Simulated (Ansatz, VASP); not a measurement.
SiC in VASP and in Ansatz

```
Si C
1.0
     0.00000    2.17839    2.17839
     2.17839    0.00000    2.17839
     2.17839    2.17839    0.00000
Si C
1 1
Direct
  0.99882 0.00825 0.00118
  0.75275 0.73072 0.74725
```

Change from the starting cell: mode 4 frozen in at -0.048 Å and mode 5 at -0.036 Å (largest displacements).

Alike in both runs: task single point; functional PBEsol; k mesh 10 × 10 × 10; occupations gaussian, width 0.05 eV; no spin polarisation.

|  | VASP | Ansatz |
| --- | --- | --- |
| version | VASP 6.6.1 | Ansatz 0.2.0 |
| potentials or method | VASP PAW PBE potentials, release 64 (Si, C), cutoff 520 eV | scalar-relativistic, plane waves, PAW |
| valence electrons in the cell | 8 | 8 |

VASP gave:

| Item | Value |
| --- | --- |
| gap on the k mesh at the Fermi level (eV) | 0.83 |
| least direct gap on the mesh (eV) | 4.26 |
| pressure (GPa) | 1.2 |
| traceless stress, the component that is largest in VASP (GPa) | -4.64 |
| rms of the force components (eV/Å) | 0.965 |

Problem. What did Ansatz give for the same quantities?

Solution. gap on the k mesh at the Fermi level (eV): 0.84; least direct gap on the mesh (eV): 4.27; pressure (GPa): 0.9; traceless stress, the component that is largest in VASP (GPa): -4.58; rms of the force components (eV/Å): 0.962.

VASP's potentials were made for PBE, not for PBEsol. Atom by atom the forces differ by 0.003 eV/Å (rms over components).
